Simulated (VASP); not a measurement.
# BaS (CsCl type) (Pm-3m) in VASP: further runs

The runs below take BaS (CsCl type) through single point, relaxation of cell and atoms, with PBE.

Program: VASP 6.6.1. These are calculated values, not measurements. Logs are shortened: lines on timing, memory, paths and dates and some standing lists are left out, and cuts for length are marked.

## 1. The cell of the first run

The structure is cubic, space group Pm-3m (No. 221). Conventional cell: a = 3.840 Å, b = 3.840 Å, c = 3.840 Å, α = 90.00°, β = 90.00°, γ = 90.00°. Ba (site symmetry m-3m) has 8 S at 3.33 Å and 6 Ba at 3.84 Å within 4.4 Å. Within 4.4 Å of S (site symmetry m-3m) lie 8 Ba at 3.33 Å and 6 S at 3.84 Å.

## 2. Single point, PBE

Contents of INCAR:

```
PREC = Accurate
ENCUT = 520
EDIFF = 1E-6
ISMEAR = -1
SIGMA = 0.05
LREAL = F
LASPH = T
NELM = 100
ALGO = Normal
ISIF = 2
LWAVE = F
LCHARG = F
GGA = PE
NBANDS = 15
```

Contents of KPOINTS:

```
regular mesh
0
Gamma
  10 10 10
```

Contents of POSCAR:

```
BaS
1.0
    3.8404747392      0.0000000000      0.0000000000
    0.0000000000      3.8404747392      0.0000000000
    0.0000000000      0.0000000000      3.8404747392
Ba S
1 1
Direct
    0.0000000000      0.0000000000      0.0000000000
    0.5000000000      0.5000000000      0.5000000000
```

Potentials or basis: VASP PAW PBE potentials, release 64 (Ba_sv, S).

Started as:

```
$ cat potpaw_PBE.64/Ba_sv/POTCAR potpaw_PBE.64/S/POTCAR > POTCAR
$ mpirun -np 1 vasp_std > vasp.out
```

OUTCAR:

```text
PREC = Accurate
   ENCUT = 520
   EDIFF = 1E-6
   ISMEAR = -1
   LREAL = F
   LASPH = T
   NELM = 100
   ISIF = 2
   GGA = PE

 ion  position               nearest neighbor table
   1  0.000  0.000  0.000-   2 3.33   2 3.33   2 3.33   2 3.33   2 3.33   2 3.33   2 3.33   2 3.33

   2  0.500  0.500  0.500-   1 3.33   1 3.33   1 3.33   1 3.33   1 3.33   1 3.33   1 3.33   1 3.33

  LATTYP: Found a simple cubic cell.
 ALAT       =     3.8404747392

  Lattice vectors:

 A1 = (   3.8404747392,   0.0000000000,   0.0000000000)
 A2 = (   0.0000000000,   3.8404747392,   0.0000000000)
 A3 = (   0.0000000000,   0.0000000000,   3.8404747392)

Analysis of symmetry for initial positions (statically):
=====================================================================
 Subroutine PRICEL returns:
 Original cell was already a primitive cell.

 Routine SETGRP: Setting up the symmetry group for a
 simple cubic supercell.

 Subroutine GETGRP returns: Found 48 space group operations
 (whereof 48 operations were pure point group operations)
 out of a pool of 48 trial point group operations.

The static configuration has the point symmetry O_h .

Analysis of symmetry for dynamics (positions and initial velocities):
=====================================================================
 Subroutine PRICEL returns:
 Original cell was already a primitive cell.

 Routine SETGRP: Setting up the symmetry group for a
 simple cubic supercell.

 Subroutine GETGRP returns: Found 48 space group operations
 (whereof 48 operations were pure point group operations)
 out of a pool of 48 trial point group operations.

The dynamic configuration has the point symmetry O_h .

 Subroutine INISYM returns: Found 48 space group operations
 (whereof 48 operations are pure point group operations),
 and found     1 'primitive' translations

----------------------------------------------------------------------------------------

                                     Primitive cell

  volume of cell :      56.6441

  direct lattice vectors                    reciprocal lattice vectors
     3.840474739  0.000000000  0.000000000     0.260384475  0.000000000  0.000000000
     0.000000000  3.840474739  0.000000000     0.000000000  0.260384475  0.000000000
     0.000000000  0.000000000  3.840474739     0.000000000  0.000000000  0.260384475

  length of vectors
     3.840474739  3.840474739  3.840474739     0.260384475  0.260384475  0.260384475

  position of ions in fractional coordinates (direct lattice)
     0.000000000  0.000000000  0.000000000
     0.500000000  0.500000000  0.500000000

  ion indices of the primitive-cell ions
   primitive index   ion index
                 1           1
                 2           2

----------------------------------------------------------------------------------------

 KPOINTS: regular mesh

Automatic generation of k-mesh.
 Grid dimensions read from file:
 generate k-points for:   10   10   10

 Generating k-lattice:

  Cartesian coordinates                     Fractional coordinates (reciprocal lattice)
     0.026038448  0.000000000  0.000000000     0.100000000  0.000000000  0.000000000
     0.000000000  0.026038448  0.000000000     0.000000000  0.100000000  0.000000000
     0.000000000  0.000000000  0.026038448     0.000000000  0.000000000  0.100000000

  Length of vectors
     0.026038448  0.026038448  0.026038448

  Shift w.r.t. Gamma in fractional coordinates (k-lattice)
     0.000000000  0.000000000  0.000000000

 Subroutine IBZKPT returns following result:
 ===========================================

 Found     56 irreducible k-points:

 Following reciprocal coordinates:
            Coordinates               Weight
  0.000000  0.000000  0.000000      1.000000
  0.100000  0.000000  0.000000      6.000000
  0.200000  0.000000  0.000000      6.000000
  0.300000  0.000000  0.000000      6.000000
  0.400000  0.000000  0.000000      6.000000
  0.500000  0.000000  0.000000      3.000000
[... 16 lines left out ...]
  0.200000  0.100000  0.100000     24.000000
  0.300000  0.100000  0.100000     24.000000
 [... further k-points ...]
   k-points           NKPTS =     56   k-points in BZ     NKDIM =     56   number of bands    NBANDS=     15
   number of dos      NEDOS =    301   number of ions     NIONS =      2
   total plane-waves  NPLWV =  27000
   dimension x,y,z NGX =    30 NGY =   30 NGZ =   30
   dimension x,y,z NGXF=    60 NGYF=   60 NGZF=   60
   ions per type =               1   1
   NGX,Y,Z   is equivalent  to a cutoff of  12.99, 12.99, 12.99 a.u.
   NGXF,Y,Z  is equivalent  to a cutoff of  25.97, 25.97, 25.97 a.u.
 SYSTEM =  unknown system
   PREC   = accura    normal or accurate (medium, high low for compatibility)
   ISTART =      0    job   : 0-new  1-cont  2-samecut
   ICHARG =      2    charge: 1-file 2-atom 10-const
   ISPIN  =      1    spin polarized calculation?
   LNONCOLLINEAR =      F non collinear calculations
   LSORBIT =      F    spin-orbit coupling
   LASPH  =      T    aspherical Exc in radial PAW
   ENCUT  =  520.0 eV  38.22 Ry    6.18 a.u.   7.14  7.14  7.14*2*pi/ulx,y,z
   NELM   =    100;   NELMIN=  2; NELMDL= -5     # of ELM steps
   EDIFF  = 0.1E-05   stopping-criterion for ELM
   LREAL  =      F    real-space projection
   EDIFFG = 0.1E-04   stopping-criterion for IOM
   NSW    =      0    number of steps for IOM
   IBRION =     -1    ionic relax: 0-MD 1-quasi-New 2-CG
   NFREE  =      0    steps in history (QN), initial steepest desc. (CG)
   ISIF   =      2    stress and relaxation
   ISYM   =      2    0-nonsym 1-usesym 2-fastsym
   POTIM  = 0.5000    time-step for ionic-motion
   TEBEG  =    0.0;   TEEND  =   0.0 temperature during run
   PSTRESS=    0.0 pullay stress
   NELECT =      16.0000    total number of electrons
   NUPDOWN=      -1.0000    fix difference up-down
   EMIN   =  10.00;   EMAX   =-10.00  energy-range for DOS
   EFERMI =   0.00;   METHOD = LEGACY
   ISMEAR =    -1;   SIGMA  =   0.05  broadening in eV -4-tet -1-fermi 0-gaus
   EFERMI_NEDOS =   21; number of points for ismear=-14 and -15
   IALGO  =     38    algorithm
   IMIX   =      4    mixing-type and parameters
     AMIX     =   0.40;   BMIX     =  1.00
     AMIX_MAG =   1.60;   BMIX_MAG =  1.00
  volume/ion in A,a.u.               =      28.32       191.13
  Fermi-wavevector in a.u.,A,eV,Ry     =   1.074146  2.029841 15.698256  1.153789
  Thomas-Fermi vector in A             =   2.209966
   LORBIT       =      0    0 simple, 1 ext, 2 COOP (PROOUT), +10 PAW based schemes
   GGA     = PE    functional components
[... 5 lines left out ...]
 non-spin polarized calculation
  energy-cutoff  :      520.00
  volume of cell :       56.64
 maximum number of plane-waves:      1568
 NGX is ok and might be reduce to    30
   NGX = 15   NGY = 15   NGZ = 15

 number of electron      15.9999997 magnetization

 Free energy of the ion-electron system (eV)
  ---------------------------------------------------
  ext. energy  EPLUGINS =         0.00000000
  ---------------------------------------------------
  free energy    TOTEN  =        -9.75103457 eV

  energy without entropy =       -9.75103456  energy(sigma->0) =       -9.75103457

 E-fermi :   3.7374     XC(G=0):  -9.3822

 val. band max:        2.9990046485   @ k =   0.5000   0.5000   0.0000
 cond. band min:       4.4441176215   @ k =   0.0000   0.0000   0.0000
 fundamental gap:      1.4451129730
 Fermi energy:         3.7374070179

 k-point     1 :       0.0000    0.0000    0.0000
  band No.  band energies     occupation
      1     -24.1576      2.00000
      2      -8.9594      2.00000
      3      -8.9594      2.00000
      4      -8.9594      2.00000
      5      -8.0598      2.00000
      6       2.8864      2.00000
      7       2.8864      2.00000
      8       2.8864      2.00000
      9       4.4441      0.00000
     10       4.4441      0.00000
     11       6.8097      0.00000
     12       9.5284      0.00000
     13       9.5284      0.00000
     14       9.5284      0.00000
     15      13.8922      0.00000

 k-point     2 :       0.1000    0.0000    0.0000
  band No.  band energies     occupation
      1     -24.1493      2.00000
      2      -9.1995      2.00000
      3      -8.9482      2.00000
      4      -8.9482      2.00000
      5      -7.8519      2.00000
      6       2.4294      2.00000
      7       2.8275      2.00000
      8       2.8275      2.00000
      9       4.5159      0.00000
     10       4.8688      0.00000
     11       7.1989      0.00000
     12       9.5217      0.00000
     13       9.5217      0.00000
     14       9.5864      0.00000
     15      13.1114      0.00000

 k-point     3 :       0.2000    0.0000    0.0000
  band No.  band energies     occupation
      1     -24.1272      2.00000
      2      -9.6282      2.00000
      3      -8.9186      2.00000
      4      -8.9186      2.00000
      5      -7.4974      2.00000
      6       1.5988      2.00000
      7       2.6732      2.00000
      8       2.6732      2.00000
      9       4.7211      0.00000
     10       5.8338      0.00000
     11       8.0688      0.00000
     12       9.5489      0.00000
     13       9.5489      0.00000
     14       9.7487      0.00000
     15      11.8222      0.00000

 k-point     4 :       0.3000    0.0000    0.0000
  band No.  band energies     occupation
      1     -24.0997      2.00000
      2     -10.0225      2.00000
      3      -8.8814      2.00000
      4      -8.8814      2.00000
      5      -7.1747      2.00000
      6       0.8265      2.00000
      7       2.4826      2.00000
      8       2.4826      2.00000
      9       5.0212      0.00000
     10       7.1326      0.00000
     11       9.0108      0.00000
     12       9.6752      0.00000
     13       9.6752      0.00000
     14       9.9761      0.00000
     15      10.6576      0.00000
[... 307 lines left out ...]
 k-point    22 :       0.1000    0.1000    0.1000
  band No.  band energies     occupation
      1     -24.1327      2.00000
      2      -9.3371      2.00000
      3      -9.0333      2.00000
      4      -9.0333      2.00000
      5      -7.5840      2.00000
      6       2.1757      2.00000
      7       2.5327      2.00000
      8       2.5327      2.00000
      9       5.1451      0.00000
     10       5.1451      0.00000
     11       7.6591      0.00000
     12       9.2178      0.00000
     13       9.2178      0.00000
     14      10.2515      0.00000
     15      13.3480      0.00000

 k-point    23 :       0.2000    0.1000    0.1000
  band No.  band energies     occupation
      1     -24.1109      2.00000
      2      -9.6119      2.00000
      3      -9.0670      2.00000
      4      -9.0017      2.00000
      5      -7.3598      2.00000
      6       1.6015      2.00000
      7       2.3901      2.00000
      8       2.4638      2.00000
      9       5.2698      0.00000
     10       6.0655      0.00000
     11       7.9890      0.00000
     12       9.1276      0.00000
     13       9.2488      0.00000
     14      10.4672      0.00000
     15      12.4353      0.00000

 k-point    24 :       0.3000    0.1000    0.1000
  band No.  band energies     occupation
      1     -24.0838      2.00000
      2      -9.9556      2.00000
      3      -9.0161      2.00000
      4      -8.9620      2.00000
      5      -7.1568      2.00000
      6       0.9618      2.00000
      7       2.2060      2.00000
      8       2.4698      2.00000
      9       5.4677      0.00000
     10       7.2779      0.00000
     11       8.0777      0.00000
     12       9.3504      0.00000
     13       9.5229      0.00000
     14      10.3714      0.00000
     15      11.5125      0.00000

 [... further k-points ...]
[... 5 lines left out ...]
  --------------------------------------------------------------------------------------
  -------------------------------------------------------------------------------------
  Total        0.3226242      0.3226242      0.3226242      0.0000000      0.0000000     -0.0000000
  in kB        9.1254191      9.1254191      9.1254191      0.0000000      0.0000000     -0.0000000
  external PRESSURE =       9.1254191 kB  Pullay stress =       0.0000000 kB

 VOLUME and BASIS-vectors are now :
 -----------------------------------------------------------------------------
  energy-cutoff  :      520.00
  volume of cell :       56.64
      direct lattice vectors                 reciprocal lattice vectors
     3.840474739  0.000000000  0.000000000     0.260384475  0.000000000  0.000000000
     0.000000000  3.840474739  0.000000000     0.000000000  0.260384475  0.000000000
     0.000000000  0.000000000  3.840474739     0.000000000  0.000000000  0.260384475

 POSITION                                       TOTAL-FORCE (eV/Angst)
 -----------------------------------------------------------------------------------
      0.00000      0.00000      0.00000         0.000000      0.000000      0.000000
      1.92024      1.92024      1.92024         0.000000      0.000000      0.000000
 -----------------------------------------------------------------------------------
    total drift:                                0.000000     -0.000000     -0.000000

  FREE ENERGIE OF THE ION-ELECTRON SYSTEM (eV)
  ---------------------------------------------------
  free  energy   TOTEN  =        -9.7510345721 eV

  energy  without entropy=       -9.7510345637  energy(sigma->0) =       -9.75103457
```

It took 44 s on 1 thread of Intel Xeon 8259CL, shared host; peak memory 0.2 GiB.

What came out:

- Free energy: -9.7510 eV
- Pressure: 0.9 GPa
- Band gap on the k mesh: 1.45 eV (least direct gap 1.56 eV)

Caveat: spin-orbit coupling is left out, which moves the levels of the heavy elements. A k mesh can miss the band edges.

## 3. Relaxation of cell and atoms, PBE

This run uses another cell than the first one, of 29.44 Å³/atom.

Contents of INCAR:

```
SYSTEM = BaS
ALGO = Normal
EDIFF = 1E-6
EDIFFG = -0.005
ENCUT = 600
GGA = PE
IBRION = 2
ISIF = 3
ISMEAR = -1
LASPH = .True.
LCHARG = .False.
LREAL = .False.
LWAVE = .False.
NELM = 80
NSW = 60
PREC = Accurate
SIGMA = 0.05
```

Contents of KPOINTS:

```
k-points
0
Gamma
  10 10 10
  0 0 0
```

Contents of POSCAR:

```
BaS
1.0
    3.8903894762      0.0000000000      0.0000000000
    0.0000000000      3.8903894762      0.0000000000
    0.0000000000      0.0000000000      3.8903894762
Ba S
1 1
Direct
    0.0000000000      0.0000000000      0.0000000000
    0.5000000000      0.5000000000      0.5000000000
```

Potentials or basis: VASP PAW PBE potentials, release 64 (Ba_sv, S).

Started as:

```
$ cat potpaw_PBE.64/Ba_sv/POTCAR potpaw_PBE.64/S/POTCAR > POTCAR
$ mpirun -np 1 vasp_std > vasp.out
```

It took 74 s on 1 thread of Intel Xeon 8259CL, shared host; peak memory 0.22 GiB.

The run converged. Its results:

| Property | Result |
| --- | --- |
| Free energy | -9.7549 eV |
| Relaxed volume | 28.90 Å³/atom |
| Relaxed cell | a = 3.866 Å, b = 3.866 Å, c = 3.866 Å, α = 90.00°, β = 90.00°, γ = 90.00° |
| Space group after relaxing (to 0.1 Å) | Pm-3m (No. 221) |
| Energy gained by relaxing | 1.4 meV/atom |
| Ionic steps | 3 |
| Pressure after relaxing | 0.0 GPa |
| Band gap on the k mesh | 1.48 eV (least direct gap 1.60 eV) |

The path:
```tsv
step	energy change (eV)	largest force (eV/Å)	pressure (GPa)	volume (Å³)
1	0.0000	0.0000	-0.81	58.88
2	-0.0027	0.0000	0.15	57.62
3	-0.0028	0.0000	-0.01	57.80
```

Final structure:
```
Ba S
1.0
     3.86643    0.00000    0.00000
     0.00000    3.86643    0.00000
     0.00000    0.00000    3.86643
Ba S
1 1
Direct
  0.00000 0.00000 0.00000
  0.50000 0.50000 0.50000
```

Levels at points of the mesh, in eV from the valence-band top:
| k point | band 6 | band 7 | band 8 | band 9 | band 10 | band 11 |
| --- | --- | --- | --- | --- | --- | --- |
| (0.00, 0.00, 0.00) | -0.12 | -0.12 | -0.12 | 1.48 | 1.48 | 3.66 |
| (0.50, 0.00, 0.00) | -2.85 | -0.71 | -0.71 | 2.46 | 5.94 | 6.51 |
| (0.50, 0.50, 0.00) | -1.36 | -1.36 | 0.00 | 2.19 | 3.30 | 4.30 |
| (0.50, 0.50, 0.50) | -2.68 | -2.68 | -2.68 | 7.15 | 7.15 | 7.15 |

Caveat: spin-orbit coupling is left out, which moves the levels of the heavy elements. A k mesh can miss the band edges.
